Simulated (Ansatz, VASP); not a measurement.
# Ba7NaF16: VASP beside Ansatz

The input INCAR:

```
SYSTEM = Ba7NaF16
PREC     = Accurate       ! precision mode
ENCUT    = 520            ! plane-wave cutoff, eV
EDIFF    = 1E-8           ! SCF threshold, eV
ISMEAR   = -1             ! smearing method
SIGMA    = 0.01           ! smearing width, eV
LREAL    = Auto         
LASPH    = .True.         ! aspherical terms in the spheres
NELM     = 150            ! most SCF steps
ALGO     = Normal         ! electronic algorithm
ISIF     = 2              ! what is computed and relaxed
LWAVE    = .False.        ! write WAVECAR
LCHARG   = .False.        ! write CHGCAR
ISPIN    = 2              ! spin polarisation
MAGMOM   = 1 0 0 0 0 0 0 0 0 0 0 0 0 0 0 0 0 0 0 0 0 0 0 0 ! initial moments
LORBIT   = 11             ! projections on sites
GGA      = PE             ! functional
LEFG     = .True.       
NBANDS   = 116            ! bands
LUSENCCL = .False.
```

KPOINTS

```
regular mesh
0
Gamma
  3 3 3
  0 0 0
```

POSCAR

```
Ba7NaF16
1.0
    0.0000000000      6.2257308170      6.2257308170
    6.2257308170      0.0000000000      6.2257308170
    6.2257308170      6.2257308170      0.0000000000
Na Ba F
1 7 16
Direct
    0.0000000000      0.0000000000      0.0000000000
    0.0000000000      0.0000000000      0.5000000000
    0.0000000000      0.5000000000      0.0000000000
    0.0000000000      0.5000000000      0.5000000000
    0.5000000000      0.0000000000      0.0000000000
    0.5000000000      0.0000000000      0.5000000000
    0.5000000000      0.5000000000      0.0000000000
    0.5000000000      0.5000000000      0.5000000000
    0.1250000000      0.1250000000      0.1250000000
    0.1250000000      0.1250000000      0.6250000000
    0.1250000000      0.6250000000      0.1250000000
    0.1250000000      0.6250000000      0.6250000000
    0.6250000000      0.1250000000      0.1250000000
    0.6250000000      0.1250000000      0.6250000000
    0.6250000000      0.6250000000      0.1250000000
    0.6250000000      0.6250000000      0.6250000000
    0.3750000000      0.3750000000      0.3750000000
    0.3750000000      0.3750000000      0.8750000000
    0.3750000000      0.8750000000      0.3750000000
    0.3750000000      0.8750000000      0.8750000000
    0.8750000000      0.3750000000      0.3750000000
    0.8750000000      0.3750000000      0.8750000000
    0.8750000000      0.8750000000      0.3750000000
    0.8750000000      0.8750000000      0.8750000000
```

Input for Ansatz:

```yaml
crystal:
  lattice:
    - [0.0, 6.225730817, 6.225730817]
    - [6.225730817, 0.0, 6.225730817]
    - [6.225730817, 6.225730817, 0.0]
  atoms:
    - { symbol: Na, position: [0.0, 0.0, 0.0], spin: 1.0 }
    - { symbol: Ba, position: [0.0, 0.0, 0.5] }
    - { symbol: Ba, position: [0.0, 0.5, 0.0] }
    - { symbol: Ba, position: [0.0, 0.5, 0.5] }
    - { symbol: Ba, position: [0.5, 0.0, 0.0] }
    - { symbol: Ba, position: [0.5, 0.0, 0.5] }
    - { symbol: Ba, position: [0.5, 0.5, 0.0] }
    - { symbol: Ba, position: [0.5, 0.5, 0.5] }
    - { symbol: F, position: [0.125, 0.125, 0.125] }
    - { symbol: F, position: [0.125, 0.125, 0.625] }
    - { symbol: F, position: [0.125, 0.625, 0.125] }
    - { symbol: F, position: [0.125, 0.625, 0.625] }
    - { symbol: F, position: [0.625, 0.125, 0.125] }
    - { symbol: F, position: [0.625, 0.125, 0.625] }
    - { symbol: F, position: [0.625, 0.625, 0.125] }
    - { symbol: F, position: [0.625, 0.625, 0.625] }
    - { symbol: F, position: [0.375, 0.375, 0.375] }
    - { symbol: F, position: [0.375, 0.375, 0.875] }
    - { symbol: F, position: [0.375, 0.875, 0.375] }
    - { symbol: F, position: [0.375, 0.875, 0.875] }
    - { symbol: F, position: [0.875, 0.375, 0.375] }
    - { symbol: F, position: [0.875, 0.375, 0.875] }
    - { symbol: F, position: [0.875, 0.875, 0.375] }
    - { symbol: F, position: [0.875, 0.875, 0.875] }
magnetization:
  spin_polarized: true
kpoints:
  mp_grid: { grid: [3, 3, 3] }
scf:
  occupations: { method: fermi_dirac, width: 0.01 }
hamiltonian:
  xc: pbe
  pseudopotentials: { kind: paw }
output:
  forces: true
  stress: true
  populations: true
  efg:
    quadrupole_moments_barn: { Na: 0.104, Ba: 0.236 }
    contact_densities: true
  write_density: true
  write_potential: true
  elf: true
  volumetric_format: npy
```

Alike in both runs: task electric field gradients; functional PBE; k mesh 3 × 3 × 3; occupations fermi-dirac, width 0.01 eV; collinear spin.

|  | VASP | Ansatz |
| --- | --- | --- |
| version | VASP 6.6.1 | Ansatz 0.2.0 |
| potentials or method | VASP PAW PBE potentials, release 64 (Na_pv, Ba_sv, F) | plane-wave PAW, scalar-relativistic |
| plane-wave cutoff (eV) | 520 | 420 |
| valence electrons in the cell | 189 | 191 |

```tsv
	VASP	Ansatz	Ansatz less VASP
pressure (GPa)	0.6	-0.3	-0.89
rms of the force components (eV/Å)	0.017	0.004	-0.0132
net moment per atom (μB)	0.04	0.04	0.000
size of the moment on the site where the two differ most (μB)	0.10	0.11	+0.014
size of Vzz on the site where it differs most (V/Å²)	4.6	3.8	-0.78
```

Site moments also hang on the region over which each program counts them. Atom by atom the forces differ by 0.018 eV/Å (rms over components). VASP's potentials hold 189 valence electrons a cell and Ansatz's 191, so a difference there can come from the potentials and not from the codes.

Spin-orbit coupling is off throughout.
